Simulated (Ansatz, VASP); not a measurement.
**Nb: VASP beside Ansatz**

INCAR

```
SYSTEM = Nb
PREC = Accurate ; ENCUT = 520
EDIFF = 1E-7 ; ISMEAR = -1
SIGMA = 0.08 ; LREAL = .False.
LASPH = .True. ; NELM = 100
ALGO = Normal ; ISIF = 2
LWAVE = .False. ; LCHARG = .False.
GGA = PE ; NBANDS = 12
```

Contents of KPOINTS:

```
regular mesh
0
Gamma
  13 13 13
  0 0 0
```

File POSCAR:

```
Nb
1.0
    0.0634500000      2.1467250000      2.1467250000
    2.1467250000      0.0634500000      2.1467250000
    2.1467250000      2.1467250000      0.0634500000
Nb
1
Direct
    0.0000000000      0.0000000000      0.0000000000
```

Input for Ansatz:

```yaml
crystal:
  lattice:
    - [0.06345, 2.146725, 2.146725]
    - [2.146725, 0.06345, 2.146725]
    - [2.146725, 2.146725, 0.06345]
  atoms:
    - { symbol: Nb, position: [0.0, 0.0, 0.0] }
kpoints:
  mp_grid: { grid: [13, 13, 13] }
  band_path:
    path:
      - [0.0, 0.0, 0.0]
      - [0.5, 0.5, 0.5]
      - [0.2428775097, 0.5, 0.7571224903]
      - [-0.2428775097, 0.2428775097, 0.5]
      - [0.0, 0.0, 0.5]
      - [0.0, 0.0, 0.0]
      - [-0.3714387548, 0.0, 0.3714387548]
      - [0.0, 0.3714387548, 0.6285612452]
      - [0.0, 0.5, 0.5]
    npoints: 5
scf:
  occupations: { method: fermi_dirac, width: 0.08 }
hamiltonian:
  xc: pbe
  pseudopotentials: { kind: all_electron, lapw: { basis_error: 0.00025 } }
output:
  forces: true
  stress: true
  eigenvalues: true
```

Change from the starting cell: equal xy, yz and zx shear strains of +3 %.

Alike in both runs: task single point; functional PBE; k mesh 13 × 13 × 13; occupations fermi-dirac, width 0.08 eV; no spin polarisation.

|  | VASP | Ansatz |
| --- | --- | --- |
| version | VASP 6.6.1 | Ansatz 0.2.0 |
| potentials or method | VASP PAW PBE potentials, release 64 (Nb_sv), cutoff 520 eV | all-electron LAPW, scalar-relativistic |

VASP gave:

| Quantity | Value |
| --- | --- |
| pressure (GPa) | -1.5 |
| traceless stress, the component that is largest in VASP (GPa) | 0.99 |

Q: Which values does Ansatz return?

A: Pressure (GPa): -1.2; traceless stress, the component that is largest in VASP (GPa): 1.01.

Ansatz ran all-electron here, and VASP with PAW potentials.
